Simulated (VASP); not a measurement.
Input of a VASP 6.6.1 run:

INCAR

```
  ALGO = Normal
  DIPOL = 0.5 0.5 0.281
  EDIFF = 1E-6
  ENCUT = 400
  GGA = PE
  GGA_COMPAT = False
  IDIPOL = 3
  ISIF = 2
  ISMEAR = 0
  IVDW = 12
  LASPH = True
  LCHARG = False
  LDIPOL = True
  LREAL = False
  LWAVE = False
  NBANDS = 62
  NELM = 120
  NELMDL = -8
  PREC = Accurate
  SIGMA = 0.05
```

The input KPOINTS:

```
k-points
0
Gamma
  6 6 1
```

The input POSCAR:

```
Zr2HS4
1.0
    7.2976778227      0.0000000000      0.0000000000
   -3.6488389114      6.3199743831      0.0000000000
    0.0000000000      0.0000000000     20.9171506047
S Zr H
8 4 2
Direct
    0.3333333333      0.1666666667      0.1912306354
    0.3333333333      0.6666666667      0.1912306354
    0.8333333333      0.1666666667      0.1912306354
    0.8333333333      0.6666666667      0.1912306354
    0.1666666667      0.3333333333      0.3306927762
    0.1666666667      0.8333333333      0.3306927762
    0.6666666667      0.3333333333      0.3306927762
    0.6666666667      0.8333333333      0.3306927762
    0.0000000000      0.0000000000      0.2609617058
    0.0000000000      0.5000000000      0.2609617058
    0.5000000000      0.0000000000      0.2609617058
    0.5000000000      0.5000000000      0.2609617058
    0.3076212038      0.6923787962      0.3981015752
    0.3590454629      0.6409545371      0.3981015752
```

Potentials or basis: VASP PAW PBE potentials, release 64 (S, Zr_sv, H).

The run is started by

```console
$ cat potpaw_PBE.64/S/POTCAR potpaw_PBE.64/Zr_sv/POTCAR potpaw_PBE.64/H/POTCAR > POTCAR
$ mpirun -np 1 vasp_std > vasp.out
```

Task: Estimate the largest force.

Result: 4.831 eV/Å.

Task: Estimate the dispersion energy per atom.

Result: -0.220 eV.

Forces in eV/Å, atoms in the order of the input:
```
S    0.005 -0.001 -0.021
S   -0.004  0.002  0.016
S    0.000  0.000 -0.018
S    0.003 -0.004 -0.021
S   -0.013 -0.249 -0.237
S   -0.215  0.124 -0.216
S    0.000  0.000  0.039
S    0.209  0.135 -0.237
Zr  -0.026  0.015 -0.064
Zr   0.005 -0.029 -0.070
Zr   0.028  0.010 -0.070
Zr   0.009 -0.005 -0.077
H   -4.163  2.403  0.484
H    4.161 -2.402  0.489
```
